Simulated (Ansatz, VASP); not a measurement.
# CsI: VASP beside Ansatz

```
CELL_PARAMETERS angstrom
4.69941 0.00000 0.00000
0.00000 4.69941 0.00000
0.00000 0.00000 4.69941
ATOMIC_POSITIONS crystal
Cs 0.00000 0.00000 0.00000
I 0.50000 0.50000 0.50000
```

Alike in both runs: task single point; functional r2SCAN; k mesh 6 × 6 × 6; occupations gaussian, width 0.02 eV; no spin polarisation.

```csv
,VASP,Ansatz
version,VASP 6.6.1,Ansatz 0.2.0
potentials or method,"VASP PAW PBE potentials, release 64 (Cs_sv, I), cutoff 550 eV","scalar-relativistic, plane waves, PAW"
valence electrons in the cell,16,26
```

|  | VASP | Ansatz | Ansatz less VASP |
| --- | --- | --- | --- |
| gap on the k mesh at the Fermi level (eV) | 4.30 | 4.32 | +0.016 |
| least direct gap on the mesh (eV) | 4.40 | 4.41 | +0.014 |
| pressure (GPa) | -0.6 | -0.6 | -0.02 |

VASP's potentials were made for PBE, not for r2SCAN. VASP's potentials hold 16 valence electrons a cell and Ansatz's 26, so a difference there can come from the potentials and not from the codes.

Spin-orbit coupling is off throughout.
